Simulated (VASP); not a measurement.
Here is a VASP 6.6.1 calculation.

The input INCAR:

```
SYSTEM = Ge5W
  PREC = Accurate
  ENCUT = 520
  EDIFF = 1E-6
  ISMEAR = 0
  SIGMA = 0.1
  LREAL = .False.
  LASPH = .True.
  NELM = 100
  ALGO = Normal
  ISIF = 2
  LWAVE = .False.
  LCHARG = .True.
  GGA = PE
  LELF = .True.
  LVHAR = .True.
  NBANDS = 51
```

File KPOINTS:

```
regular mesh
0
Gamma
  4 4 4
  0 0 0
```

The input POSCAR:

```
Ge5W
1.0
    0.0000000000      4.1077635000      4.1077635000
    4.1077635000      0.0000000000      4.1077635000
    4.1077635000      4.1077635000      0.0000000000
Ge W
5 1
Direct
    0.6366404700      0.6366404700      0.6366404700
    0.6366404700      0.6366404700      0.0900785800
    0.6366404700      0.0900785800      0.6366404700
    0.0900785800      0.6366404700      0.6366404700
    0.0000000000      0.0000000000      0.0000000000
    0.5000000000      0.5000000000      0.5000000000
```

Potentials or basis: VASP PAW PBE potentials, release 64 (Ge_d, W_sv).

The run is started by

```sh
$ cat potpaw_PBE.64/Ge_d/POTCAR potpaw_PBE.64/W_sv/POTCAR > POTCAR
$ mpirun -np 1 vasp_std > vasp.out
```

Problem. What does it give for the pressure?

Solution. 49.4 GPa.

Problem. Estimate the largest force.

Solution. 15.719 eV/Å.

Forces on the atoms (eV/Å):
```
Ge   9.075  9.075  9.075
Ge  -9.075 -9.075  9.075
Ge  -9.075  9.075 -9.075
Ge   9.075 -9.075 -9.075
Ge   0.000  0.000  0.000
W    0.000  0.000  0.000
```

Caveat: the cell stands under pressure; forces of over 1 eV/Å act on the atoms, so gaps and moduli don't describe the material at rest.
